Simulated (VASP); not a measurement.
Here is a VASP 6.6.1 calculation.

File INCAR:

```
PREC = Accurate ; ENCUT = 520
EDIFF = 1E-6 ; ISMEAR = -1
SIGMA = 0.05 ; LREAL = Auto
LASPH = True ; NELM = 80
ALGO = Normal ; ISIF = 2
LWAVE = False ; LCHARG = False
GGA = PE ; IVDW = 12
NBANDS = 40
```

The input KPOINTS:

```
Automatic mesh
0
Gamma
  4 4 4
```

The input POSCAR:

```
Li16C
1.0
    6.9800000000      0.0000000000      0.0000000000
    0.0000000000      6.9800000000      0.0000000000
    0.0000000000      0.0000000000      6.9800000000
Li C
16 1
Direct
    0.0000667622     -0.0164458453      0.0168656160
    0.5001610315     -0.0293869628     -0.0266515759
    0.0000918338      0.4974217765      0.0428984241
    0.0001299427      0.0564736390      0.4287696275
    0.2836351003      0.2372197708      0.2223464183
    0.5001373926      0.5345538682     -0.0057790831
    0.5000997135      0.0229722063      0.5400624642
    0.7166507163      0.2372320917      0.2223627507
    0.0001530086      0.4343759312      0.4158391117
    0.2586578797      0.7738872493      0.2653316619
    0.2141869628      0.2525262178      0.8214313754
    0.5000865330      0.4831573066      0.5197130372
    0.7415421203      0.7738537249      0.2654131805
    0.7859924069      0.2525588825      0.8213078797
    0.2112964183      0.7379989971      0.7200616046
    0.7889500000      0.7379840974      0.7200358166
    0.0001452722      0.2299732092      0.1662634670
```

Potentials or basis: VASP PAW PBE potentials, release 64 (Li_sv, C).

Command:

```sh
$ cat potpaw_PBE.64/Li_sv/POTCAR potpaw_PBE.64/C/POTCAR > POTCAR
$ mpirun -np 1 vasp_std > vasp.out
```

Task: Estimate the largest force.

Result: 0.138 eV/Å.

Task: Predict the dispersion energy per atom.

Result: -0.161 eV.

Task: Predict the band gap on the k mesh.

Result: Zero (bands 26 and 27 overlap by 0.21 eV).

Forces on the atoms (eV/Å):
```
Li   0.000 -0.075  0.036
Li   0.001 -0.025 -0.016
Li   0.000  0.039  0.008
Li   0.000  0.013 -0.064
Li  -0.001  0.004 -0.023
Li   0.000 -0.012 -0.022
Li   0.000  0.022  0.014
Li   0.001  0.004 -0.023
Li   0.000  0.018 -0.002
Li   0.050 -0.044  0.010
Li  -0.037 -0.016  0.033
Li   0.000 -0.034  0.029
Li  -0.051 -0.044  0.009
Li   0.037 -0.017  0.033
Li  -0.011  0.014 -0.004
Li   0.010  0.014 -0.005
C    0.001  0.137 -0.013
```
